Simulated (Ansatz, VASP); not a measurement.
One calculation of Ga2SnSe3, two programs

```
Ga Sn Se
1.0
     4.03251    0.00000    0.00000
     0.00000    4.03251    0.00000
     0.00000    0.00000    8.62572
Ga Sn Se
2 1 3
Direct
  0.00000 0.00000 0.90264
  0.50000 0.50000 0.60809
  0.50000 0.50000 0.26397
  0.00000 0.00000 0.60618
  0.00000 0.00000 0.20735
  0.50000 0.50000 0.91177
```

Change from the starting cell: species swapped into the Dy2CuAg3 type (P4mm, No. 99).

Alike in both runs: functional PBE; k mesh 4 × 4 × 2; occupations gaussian, width 0.1 eV; no spin polarisation.

Ansatz relaxed the structure, and its values are those at the end. VASP's run is a single point on that final structure, the one shown.

|  | VASP | Ansatz |
| --- | --- | --- |
| version | VASP 6.6.1 | Ansatz 0.2.0 |
| potentials or method | VASP PAW PBE potentials, release 64 (Ga_d, Sn_d, Se), cutoff 520 eV | scalar-relativistic, plane waves, PAW |
| valence electrons in the cell | 58 | 88 |

Ansatz gave:

| Quantity | Value |
| --- | --- |
| gap on the k mesh at the Fermi level (eV) | none |
| pressure (GPa) | 0.0 |
| rms of the force components (eV/Å) | 0.005 |

Problem. What did VASP give for the same quantities?

Solution. gap on the k mesh at the Fermi level (eV): none; pressure (GPa): 0.0; rms of the force components (eV/Å): 0.006.

A gap of «none» marks a metal or a gap that the smearing closes. With one functional, cell and mesh, what is left measures potentials, basis and numerics. VASP's potentials hold 58 valence electrons a cell and Ansatz's 88, so a difference there can come from the potentials and not from the codes.

The k mesh is coarse, so the values compare programs but aren't converged.
